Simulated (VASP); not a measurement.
# Ge (I4_1/amd) in VASP: relaxation of the atoms with LDA

Aim: the relaxation of the atoms of Ge with LDA.

Program: VASP 6.6.1. These are calculated values, not measurements. Logs are shortened: lines on timing, memory, paths and dates and some standing lists are left out, and cuts for length are marked.

**1. The cell of the first run**

Symmetry: I4_1/amd, No. 141, tetragonal system. The conventional cell has a = 4.015 Å, b = 4.015 Å, c = 5.581 Å, α = 90.00°, β = 90.00°, γ = 90.00°. Within 3.2 Å of Ge (site symmetry -4m2) lie 4 Ge at 2.44 Å.

**2. Relaxation of the atoms, LDA (strained cell)**

INCAR reads:

```
PREC = Accurate
ENCUT = 520
EDIFF = 1E-6
ISMEAR = 0
SIGMA = 0.1
LREAL = F
LASPH = T
NELM = 60
ALGO = Normal
ISIF = 2
LWAVE = F
LCHARG = F
GGA = CA
IBRION = 2
NSW = 60
EDIFFG = -0.002
```

KPOINTS reads:

```
regular mesh
0
Gamma
  12 12 12
```

POSCAR reads:

```
Ge
1.0
    0.0000000000      2.8389684436      2.7904298382
    2.8389684436      0.0000000000      2.7904298382
    2.8389684436      2.8389684436      0.0000000000
Ge
2
Direct
    0.0000000000      0.0000000000      0.0000000000
    0.2500000000      0.2500000000      0.2500000000
```

Potentials or basis: VASP PAW LDA potentials, release 64 (Ge_d).

On the command line:

```
cat potpaw_LDA.64/Ge_d/POTCAR > POTCAR
mpirun -np 1 vasp_std > vasp.out
```

OUTCAR:

```text
PREC = Accurate
   ENCUT = 520
   EDIFF = 1E-6
   ISMEAR = 0
   LREAL = F
   LASPH = T
   NELM = 60
   ISIF = 2
   GGA = CA
   IBRION = 2
   NSW = 60
   EDIFFG = -0.002

 ion  position               nearest neighbor table
   1  0.000  0.000  0.000-   2 2.44   2 2.44   2 2.44   2 2.44
   2  0.250  0.250  0.250-   1 2.44   1 2.44   1 2.44   1 2.44

  LATTYP: Found a body centered tetragonal cell.
 ALAT       =     4.0149076761
 C/A-ratio  =     1.3900343736

  Lattice vectors:

 A1 = (   0.0000000000,  -2.8389684436,  -2.7904298382)
 A2 = (   0.0000000000,   2.8389684436,  -2.7904298382)
 A3 = (   2.8389684436,   0.0000000000,   2.7904298382)

Analysis of symmetry for initial positions (statically):
=====================================================================
 Subroutine PRICEL returns:
 Original cell was already a primitive cell.

 Routine SETGRP: Setting up the symmetry group for a
 body centered tetragonal supercell.

 Subroutine GETGRP returns: Found 16 space group operations
 (whereof  8 operations were pure point group operations)
 out of a pool of 16 trial point group operations.

The static configuration has the point symmetry D_2d.
 The point group associated with its full space group is D_4h.

Analysis of symmetry for dynamics (positions and initial velocities):
=====================================================================
 Subroutine PRICEL returns:
 Original cell was already a primitive cell.

 Routine SETGRP: Setting up the symmetry group for a
 body centered tetragonal supercell.

 Subroutine GETGRP returns: Found 16 space group operations
 (whereof  8 operations were pure point group operations)
 out of a pool of 16 trial point group operations.

The dynamic configuration has the point symmetry D_2d.
 The point group associated with its full space group is D_4h.

 Subroutine INISYM returns: Found 16 space group operations
 (whereof  8 operations are pure point group operations),
 and found     1 'primitive' translations

----------------------------------------------------------------------------------------

                                     Primitive cell

  volume of cell :      44.9803

  direct lattice vectors                    reciprocal lattice vectors
     0.000000000  2.838968444  2.790429838    -0.176120309  0.176120309  0.179183864
     2.838968444  0.000000000  2.790429838     0.176120309 -0.176120309  0.179183864
     2.838968444  2.838968444  0.000000000     0.176120309  0.176120309 -0.179183864

  length of vectors
     3.980733664  3.980733664  4.014907676     0.306828264  0.306828264  0.306828264

  position of ions in fractional coordinates (direct lattice)
     0.000000000  0.000000000  0.000000000
     0.250000000  0.250000000  0.250000000

  ion indices of the primitive-cell ions
   primitive index   ion index
                 1           1
                 2           2

----------------------------------------------------------------------------------------

 KPOINTS: regular mesh

Automatic generation of k-mesh.
 Grid dimensions read from file:
 generate k-points for:   12   12   12

 Generating k-lattice:

  Cartesian coordinates                     Fractional coordinates (reciprocal lattice)
    -0.014676692  0.014676692  0.014931989     0.083333333 -0.000000000  0.000000000
     0.014676692 -0.014676692  0.014931989    -0.000000000  0.083333333  0.000000000
     0.014676692  0.014676692 -0.014931989     0.000000000  0.000000000  0.083333333

  Length of vectors
     0.025569022  0.025569022  0.025569022

  Shift w.r.t. Gamma in fractional coordinates (k-lattice)
     0.000000000  0.000000000  0.000000000

 Subroutine IBZKPT returns following result:
 ===========================================

 Found    163 irreducible k-points:

 Following reciprocal coordinates:
            Coordinates               Weight
  0.000000  0.000000  0.000000      1.000000
  0.083333  0.000000  0.000000      8.000000
  0.166667 -0.000000  0.000000      8.000000
  0.250000 -0.000000  0.000000      8.000000
  0.333333  0.000000  0.000000      8.000000
  0.416667  0.000000  0.000000      8.000000
[... 16 lines left out ...]
  0.500000  0.166667  0.000000      8.000000
 -0.416667  0.166667  0.000000      8.000000
 [... further k-points ...]
   k-points           NKPTS =    163   k-points in BZ     NKDIM =    163   number of bands    NBANDS=     18
   number of dos      NEDOS =    301   number of ions     NIONS =      2
   total plane-waves  NPLWV =  27000
   dimension x,y,z NGX =    30 NGY =   30 NGZ =   30
   dimension x,y,z NGXF=    60 NGYF=   60 NGZF=   60
   ions per type =               2
   NGX,Y,Z   is equivalent  to a cutoff of  12.53, 12.53, 12.42 a.u.
   NGXF,Y,Z  is equivalent  to a cutoff of  25.06, 25.06, 24.84 a.u.
 SYSTEM =  unknown system
   PREC   = accura    normal or accurate (medium, high low for compatibility)
   ISTART =      0    job   : 0-new  1-cont  2-samecut
   ICHARG =      2    charge: 1-file 2-atom 10-const
   ISPIN  =      1    spin polarized calculation?
   LNONCOLLINEAR =      F non collinear calculations
   LSORBIT =      F    spin-orbit coupling
   LASPH  =      T    aspherical Exc in radial PAW
   ENCUT  =  520.0 eV  38.22 Ry    6.18 a.u.   7.40  7.40  7.47*2*pi/ulx,y,z
   NELM   =     60;   NELMIN=  2; NELMDL= -5     # of ELM steps
   EDIFF  = 0.1E-05   stopping-criterion for ELM
   LREAL  =      F    real-space projection
   EDIFFG = -.2E-02   stopping-criterion for IOM
   NSW    =     60    number of steps for IOM
   IBRION =      2    ionic relax: 0-MD 1-quasi-New 2-CG
   NFREE  =      1    steps in history (QN), initial steepest desc. (CG)
   ISIF   =      2    stress and relaxation
   ISYM   =      2    0-nonsym 1-usesym 2-fastsym
   POTIM  = 0.5000    time-step for ionic-motion
   TEBEG  =    0.0;   TEEND  =   0.0 temperature during run
   PSTRESS=    0.0 pullay stress
   NELECT =      28.0000    total number of electrons
   NUPDOWN=      -1.0000    fix difference up-down
   EMIN   =  10.00;   EMAX   =-10.00  energy-range for DOS
   EFERMI =   0.00;   METHOD = LEGACY
   ISMEAR =     0;   SIGMA  =   0.10  broadening in eV -4-tet -1-fermi 0-gaus
   EFERMI_NEDOS =   21; number of points for ismear=-14 and -15
   IALGO  =     38    algorithm
   IMIX   =      4    mixing-type and parameters
     AMIX     =   0.40;   BMIX     =  1.00
     AMIX_MAG =   1.60;   BMIX_MAG =  1.00
  volume/ion in A,a.u.               =      22.49       151.77
  Fermi-wavevector in a.u.,A,eV,Ry     =   1.397827  2.641510 26.584701  1.953920
  Thomas-Fermi vector in A             =   2.521045
   LORBIT       =      0    0 simple, 1 ext, 2 COOP (PROOUT), +10 PAW based schemes
   GGA     = CA    functional components
   LHFCALC =     F    Hartree Fock is set to
   AEXX    =    0.0000 exact exchange contribution
   IVDW    =     0    specifies the selected vdW correction
   LEPSILON=     F    determine dielectric tensor
   LRPA    =     F    only Hartree local field effects (RPA)
 conjugate gradient relaxation of ions
 non-spin polarized calculation
 Gauss-broadening in eV      SIGMA  =   0.10
  energy-cutoff  :      520.00
  volume of cell :       44.98
 maximum number of plane-waves:      1235
 NGX is ok and might be reduce to    30
   NGX = 15   NGY = 15   NGZ = 15

 number of electron      28.0000024 magnetization

 Free energy of the ion-electron system (eV)
  ---------------------------------------------------
  ext. energy  EPLUGINS =         0.00000000
  ---------------------------------------------------
  free energy    TOTEN  =       -10.38815602 eV

  energy without entropy =      -10.38787067  energy(sigma->0) =      -10.38801335

 E-fermi :   4.7955     XC(G=0): -10.3198

 val. band max:        4.7442428919   @ k =   0.0000   0.0000   0.0000
 cond. band min:       4.8684804049   @ k =   0.5000  -0.0000   0.0000
 fundamental gap:      0.1242375131
 Fermi energy:         4.7955272195

 k-point     1 :       0.0000    0.0000    0.0000
  band No.  band energies     occupation
      1     -20.1638      2.00000
      2     -20.1593      2.00000
      3     -20.1593      2.00000
      4     -20.1244      2.00000
      5     -20.1226      2.00000
      6     -19.9119      2.00000
[... 10 lines left out ...]
     17       7.3475      0.00000
     18       7.3475      0.00000

 k-point     2 :       0.0833    0.0000    0.0000
  band No.  band energies     occupation
      1     -20.1670      2.00000
      2     -20.1637      2.00000
      3     -20.1592      2.00000
      4     -20.1184      2.00000
      5     -20.1168      2.00000
      6     -19.9173      2.00000
[... 10 lines left out ...]
     17       7.5693      0.00000
     18       7.7147      0.00000

 k-point     3 :       0.1667   -0.0000    0.0000
  band No.  band energies     occupation
      1     -20.1745      2.00000
      2     -20.1712      2.00000
      3     -20.1564      2.00000
      4     -20.1064      2.00000
      5     -20.1052      2.00000
      6     -19.9279      2.00000
[... 10 lines left out ...]
     17       8.0286      0.00000
     18       8.8911      0.00000

 k-point     4 :       0.2500   -0.0000    0.0000
  band No.  band energies     occupation
      1     -20.1811      2.00000
      2     -20.1773      2.00000
      3     -20.1520      2.00000
      4     -20.0949      2.00000
      5     -20.0940      2.00000
      6     -19.9371      2.00000
[... 375 lines left out ...]
      4     -20.0763      2.00000
      5     -20.0582      2.00000
      6     -19.9851      2.00000
[... 10 lines left out ...]
     17       9.9322      0.00000
     18       9.9763      0.00000

 k-point    23 :       0.5000    0.1667    0.0000
  band No.  band energies     occupation
      1     -20.2032      2.00000
      2     -20.1864      2.00000
      3     -20.1239      2.00000
      4     -20.0672      2.00000
      5     -20.0617      2.00000
      6     -19.9780      2.00000
[... 10 lines left out ...]
     17       9.7002      0.00000
     18      11.0078      0.00000

 k-point    24 :      -0.4167    0.1667    0.0000
  band No.  band energies     occupation
      1     -20.2041      2.00000
      2     -20.1891      2.00000
      3     -20.1189      2.00000
      4     -20.0704      2.00000
      5     -20.0606      2.00000
      6     -19.9642      2.00000
[... 10 lines left out ...]
     17       9.4558      0.00000
     18      12.2093      0.00000

 [... further k-points ...]

------------------------ aborting loop because EDIFF is reached ----------------------------------------

  FORCE on cell =-STRESS in cart. coord.  units (eV):
  Direction    XX          YY          ZZ          XY          YZ          ZX
  --------------------------------------------------------------------------------------
  -------------------------------------------------------------------------------------
  Total       -0.3231191     -0.3231191      0.0229053      0.0000000      0.0000000      0.0000000
  in kB      -11.5093562    -11.5093562      0.8158746      0.0000000      0.0000000      0.0000000
  external PRESSURE =      -7.4009459 kB  Pullay stress =       0.0000000 kB

 VOLUME and BASIS-vectors are now :
 -----------------------------------------------------------------------------
  energy-cutoff  :      520.00
  volume of cell :       44.98
      direct lattice vectors                 reciprocal lattice vectors
     0.000000000  2.838968444  2.790429838    -0.176120309  0.176120309  0.179183864
     2.838968444  0.000000000  2.790429838     0.176120309 -0.176120309  0.179183864
     2.838968444  2.838968444  0.000000000     0.176120309  0.176120309 -0.179183864

 POSITION                                       TOTAL-FORCE (eV/Angst)
 -----------------------------------------------------------------------------------
      0.00000      0.00000      0.00000        -0.000000     -0.000000      0.000000
      1.41948      1.41948      1.39521         0.000000      0.000000     -0.000000
 -----------------------------------------------------------------------------------
    total drift:                                0.000000      0.000000      0.000000

  FREE ENERGIE OF THE ION-ELECTRON SYSTEM (eV)
  ---------------------------------------------------
  free  energy   TOTEN  =       -10.3881560230 eV

  energy  without entropy=      -10.3878706685  energy(sigma->0) =      -10.38801335

 reached required accuracy - stopping structural energy minimisation
```

Wall time 38 s (1 thread of AMD EPYC 9R45 (Zen 5), shared host); peak memory 0.19 GiB.

What came out:

```yaml
Free_energy: -10.3882 eV
Pressure_after_relaxing: -0.7 GPa
Band_gap_on_the_k_mesh: 0.12 eV (least direct gap 0.13 eV)
```

Stress tensor (GPa, compression positive):
```
-1.15  0.00  0.00
 0.00 -1.15  0.00
 0.00  0.00  0.08
```

Final structure:
```yaml
crystal:
  lattice:
    - [0.00000, 2.83897, 2.79043]
    - [2.83897, 0.00000, 2.79043]
    - [2.83897, 2.83897, 0.00000]
  atoms:
    - { symbol: Ge, position: [0.00000, 0.00000, 0.00000] }
    - { symbol: Ge, position: [0.25000, 0.25000, 0.25000] }
```

Caveat: the cell differs from its parent crystal (strained cell). A k mesh can miss the band edges.
